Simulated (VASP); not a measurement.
# Ge (Fm-3m) in VASP: notebook, part 2 of 2

VASP 6.6.1.

### 3 Single point, PBE

This run uses another cell than the first one, of 20.40 Å³/atom, 1.020 times its volume.

Input file INCAR:

```
  ALGO = Normal
  EDIFF = 1E-6
  ENCUT = 520
  GGA = PE
  ISIF = 2
  ISMEAR = -1
  LASPH = T
  LCHARG = F
  LREAL = F
  LWAVE = F
  NBANDS = 13
  NELM = 60
  PREC = Accurate
  SIGMA = 0.06122561905347299
```

Input file KPOINTS:

```
k-points
0
Gamma
  22 22 22
```

Input file POSCAR:

```
Ge
1.0
    0.0000000000      2.1685431265      2.1685431265
    2.1685431265      0.0000000000      2.1685431265
    2.1685431265      2.1685431265      0.0000000000
Ge
1
Direct
    0.0000000000      0.0000000000      0.0000000000
```

Potentials or basis: VASP PAW PBE potentials, release 64 (Ge_d).

Started as:

```
> cat potpaw_PBE.64/Ge_d/POTCAR > POTCAR
> mpirun -np 1 vasp_std > vasp.out
```

OUTCAR:

```text
EDIFF = 1E-6
   ENCUT = 520
   GGA = PE
   ISIF = 2
   ISMEAR = -1
   LASPH = T
   LREAL = F
   NELM = 60
   PREC = Accurate

 ion  position               nearest neighbor table
   1  0.000  0.000  0.000-

  LATTYP: Found a face centered cubic cell.
 ALAT       =     4.3370862530

  Lattice vectors:

 A1 = (   0.0000000000,   2.1685431265,   2.1685431265)
 A2 = (   2.1685431265,   0.0000000000,   2.1685431265)
 A3 = (   2.1685431265,   2.1685431265,   0.0000000000)

Analysis of symmetry for initial positions (statically):
[... 553 lines left out ...]
      7       1.1597      2.00000
      8      11.8619      0.00000
      9      12.3267      0.00000
     10      17.6218      0.00000
     11      17.8707      0.00000
     12      18.4823      0.00000
     13      20.5577      0.00000

 [... further k-points ...]
[... 5 lines left out ...]
  --------------------------------------------------------------------------------------
  -------------------------------------------------------------------------------------
  Total       -0.3107678     -0.3107678     -0.3107678      0.0000000      0.0000000     -0.0000000
  in kB      -24.4125057    -24.4125057    -24.4125057      0.0000000      0.0000000     -0.0000000
  external PRESSURE =     -24.4125057 kB  Pullay stress =       0.0000000 kB

 VOLUME and BASIS-vectors are now :
 -----------------------------------------------------------------------------
  energy-cutoff  :      520.00
  volume of cell :       20.40
      direct lattice vectors                 reciprocal lattice vectors
     0.000000000  2.168543126  2.168543126    -0.230569544  0.230569544  0.230569544
     2.168543126  0.000000000  2.168543126     0.230569544 -0.230569544  0.230569544
     2.168543126  2.168543126  0.000000000     0.230569544  0.230569544 -0.230569544

 POSITION                                       TOTAL-FORCE (eV/Angst)
 -----------------------------------------------------------------------------------
      0.00000      0.00000      0.00000         0.000000      0.000000     -0.000000
 -----------------------------------------------------------------------------------
    total drift:                                0.000000      0.000000     -0.000000

  FREE ENERGIE OF THE ION-ELECTRON SYSTEM (eV)
  ---------------------------------------------------
  free  energy   TOTEN  =        -4.1843909191 eV

  energy  without entropy=       -4.1783821293  energy(sigma->0) =       -4.18138652
```

OSZICAR:

```text
N       E                     dE             d eps       ncg     rms          rms(c)
DAV:   1     0.636353688198E+02    0.63635E+02   -0.71217E+03  9229   0.290E+03
DAV:   2     0.163094009324E+01   -0.62004E+02   -0.59246E+02  8993   0.423E+02
DAV:   3    -0.411394554029E+01   -0.57449E+01   -0.57184E+01  9963   0.731E+01
DAV:   4    -0.419446132878E+01   -0.80516E-01   -0.80506E-01  9978   0.933E+00
DAV:   5    -0.419528033326E+01   -0.81900E-03   -0.81900E-03 10083   0.105E+00    0.955E-01
DAV:   6    -0.418762099306E+01    0.76593E-02   -0.57270E-03 10823   0.153E+00    0.531E-01
DAV:   7    -0.418449836502E+01    0.31226E-02   -0.41010E-03 10868   0.971E-01    0.525E-02
DAV:   8    -0.418438468235E+01    0.11368E-03   -0.36735E-04 10323   0.436E-01    0.213E-02
DAV:   9    -0.418439061951E+01   -0.59372E-05   -0.55599E-06 10268   0.273E-02    0.448E-03
DAV:  10    -0.418439091907E+01   -0.29956E-06   -0.20051E-07  6874   0.886E-03
   1 F= -.41843909E+01 E0= -.41813865E+01  d E =-.600879E-02
```

stdout:

```text
POSCAR found type information on POSCAR Ge
 POSCAR found :  1 types and       1 ions
 scaLAPACK will be used
 LDA part: xc-table for (Slater+PW92), standard interpolation
 POSCAR, INCAR and KPOINTS ok, starting setup
 FFT: planning ... GRIDC
 FFT: planning ... GRID_SOFT
 FFT: planning ... GRID
 WAVECAR not read
 entering main loop
```

It took 17 s on 1 thread of Intel Xeon 6975P-C (Granite Rapids), shared host; peak memory 0.2 GiB.

What came out:

| Property | Result |
| --- | --- |
| Free energy | -4.1844 eV |
| Pressure | -2.4 GPa |
| Band gap on the k mesh | zero (band 7 reaches 14.25 eV, above the bottom of band 8 at 3.79 eV) |

### 4 Single point, PBE

This run uses another cell than the first one, of 20.79 Å³/atom, 1.039 times its volume.

Input file INCAR:

```
PREC     = Accurate       # precision mode
ENCUT    = 520            # plane-wave cutoff, eV
EDIFF    = 1E-6           # SCF threshold, eV
ISMEAR   = -1             # smearing method
SIGMA    = 0.06122561905347299 # smearing width, eV
LREAL    = False          # projectors in reciprocal space
LASPH    = True           # aspherical terms in the spheres
NELM     = 100            # most SCF steps
ALGO     = Normal         # electronic algorithm
ISIF     = 2              # what is computed and relaxed
LWAVE    = False          # write WAVECAR
LCHARG   = True           # write CHGCAR
GGA      = PE             # functional
LELF     = True           # ELF
LVHAR    = True         
NBANDS   = 13             # bands
```

Input file KPOINTS:

```
Automatic mesh
0
Gamma
  22 22 22
```

Input file POSCAR:

```
Ge
1.0
    0.0000000000      2.1823558756      2.1823558756
    2.1823558756      0.0000000000      2.1823558756
    2.1823558756      2.1823558756      0.0000000000
Ge
1
Direct
    0.0000000000      0.0000000000      0.0000000000
```

Potentials or basis: VASP PAW PBE potentials, release 64 (Ge_d).

Started as:

```
> cat potpaw_PBE.64/Ge_d/POTCAR > POTCAR
> mpirun -np 1 vasp_std > vasp.out
```

OUTCAR:

```text
PREC = Accurate
   ENCUT = 520
   EDIFF = 1E-6
   ISMEAR = -1
   LREAL = False
   LASPH = True
   NELM = 100
   ISIF = 2
   GGA = PE

 ion  position               nearest neighbor table
   1  0.000  0.000  0.000-

  LATTYP: Found a face centered cubic cell.
 ALAT       =     4.3647117512

  Lattice vectors:

 A1 = (   0.0000000000,   2.1823558756,   2.1823558756)
 A2 = (   2.1823558756,   0.0000000000,   2.1823558756)
 A3 = (   2.1823558756,   2.1823558756,   0.0000000000)

Analysis of symmetry for initial positions (statically):
=====================================================================
 Subroutine PRICEL returns:
 Original cell was already a primitive cell.

 Routine SETGRP: Setting up the symmetry group for a
 face centered cubic supercell.

 Subroutine GETGRP returns: Found 48 space group operations
 (whereof 48 operations were pure point group operations)
 out of a pool of 48 trial point group operations.

The static configuration has the point symmetry O_h .

Analysis of symmetry for dynamics (positions and initial velocities):
[... 158 lines left out ...]
 val. band max:        5.8468854040   @ k =  -0.2273   0.3182   0.1364
 cond. band min:       5.8799796329   @ k =  -0.2273   0.1364   0.0455
 fundamental gap:      0.0330942288
 Fermi energy:         5.8771895386

 k-point     1 :       0.0000    0.0000    0.0000
  band No.  band energies     occupation
      1     -18.9090      2.00000
      2     -18.9090      2.00000
      3     -18.9090      2.00000
      4     -18.8730      2.00000
      5     -18.8730      2.00000
      6      -6.5993      2.00000
      7      13.8840      0.00000
      8      13.8840      0.00000
      9      13.8840      0.00000
     10      19.2542      0.00000
     11      19.2542      0.00000
     12      19.2542      0.00000
     13      20.4721      0.00000
[... 354 lines left out ...]
  band No.  band energies     occupation
      1     -18.9077      2.00000
      2     -18.9058      2.00000
      3     -18.9045      2.00000
      4     -18.8385      2.00000
      5     -18.8381      2.00000
      6      -2.0329      2.00000
      7       1.0666      2.00000
      8      11.5571      0.00000
      9      12.0116      0.00000
     10      17.2834      0.00000
     11      17.5623      0.00000
     12      18.1923      0.00000
     13      20.2672      0.00000

 [... further k-points ...]
[... 5 lines left out ...]
  --------------------------------------------------------------------------------------
  -------------------------------------------------------------------------------------
  Total       -0.4412405     -0.4412405     -0.4412405      0.0000000      0.0000000      0.0000000
  in kB      -34.0078517    -34.0078517    -34.0078517      0.0000000      0.0000000      0.0000000
  external PRESSURE =     -34.0078517 kB  Pullay stress =       0.0000000 kB

 VOLUME and BASIS-vectors are now :
 -----------------------------------------------------------------------------
  energy-cutoff  :      520.00
  volume of cell :       20.79
      direct lattice vectors                 reciprocal lattice vectors
     0.000000000  2.182355876  2.182355876    -0.229110204  0.229110204  0.229110204
     2.182355876  0.000000000  2.182355876     0.229110204 -0.229110204  0.229110204
     2.182355876  2.182355876  0.000000000     0.229110204  0.229110204 -0.229110204

 POSITION                                       TOTAL-FORCE (eV/Angst)
 -----------------------------------------------------------------------------------
      0.00000      0.00000      0.00000        -0.000000     -0.000000     -0.000000
 -----------------------------------------------------------------------------------
    total drift:                               -0.000000      0.000000     -0.000000

  FREE ENERGIE OF THE ION-ELECTRON SYSTEM (eV)
  ---------------------------------------------------
  free  energy   TOTEN  =        -4.1775899931 eV

  energy  without entropy=       -4.1716190701  energy(sigma->0) =       -4.17460453
```

Wall time 19 s (1 thread of Intel Xeon 6975P-C (Granite Rapids), shared host); peak memory 0.2 GiB.

What came out:

- Free energy: -4.1776 eV
- Pressure: -3.4 GPa
- Band gap on the k mesh: zero (band 7 reaches 13.88 eV, above the bottom of band 8 at 3.65 eV)

Levels at points of the mesh, in eV from the Fermi level:
```tsv
k point	band 5	band 6	band 7	band 8	band 9	band 10
(0.00, 0.00, 0.00)	-24.75	-12.48	8.01	8.01	8.01	13.38
(0.50, 0.00, 0.00)	-24.71	-7.79	-5.05	6.17	6.17	11.15
(0.50, 0.50, 0.00)	-24.71	-5.77	-3.91	2.40	2.40	6.05
```

### 5 Overview

```tsv
cell	gap on the mesh (eV)	pressure (GPa)
a = 3.047 Å, angles 60.0°, 1 atom	none	-1.2
a = 3.067 Å, angles 60.0°, 1 atom	none	-2.4
a = 3.086 Å, angles 60.0°, 1 atom	none	-3.4
```

Alike in all rows: task single point; level PBE; potentials or basis VASP PAW PBE potentials, release 64 (Ge_d); no spin polarisation; k mesh 22 × 22 × 22; cutoff (eV) 520; smearing fermi-dirac 0.0612256 eV.

Absolute energies hang on the potentials; compare differences alone.
